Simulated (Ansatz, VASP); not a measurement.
## In: VASP beside Ansatz

```
CELL_PARAMETERS angstrom
-1.58358 1.58358 2.74728
1.58358 -1.58358 2.74728
1.58358 1.58358 -2.74728
ATOMIC_POSITIONS crystal
In 0.00000 0.00000 0.00000
```

Alike in both runs: task single point; functional PBE; k mesh 8 × 8 × 8; occupations fermi-dirac, width 0.1 eV; no spin polarisation.

|  | VASP | Ansatz |
| --- | --- | --- |
| version | VASP 6.6.1 | Ansatz 0.2.0 |
| potentials or method | VASP PAW PBE potentials, release 64 (In_d) | plane waves, PAW |
| plane-wave cutoff (eV) | 520 | 420 |
| valence electrons in the cell | 13 | 13 |

|  | VASP | Ansatz | Ansatz less VASP |
| --- | --- | --- | --- |
| pressure (GPa) | -0.1 | -0.1 | +0.04 |
| traceless stress, the component that is largest in VASP (GPa) | -0.30 | -0.30 | +0.001 |
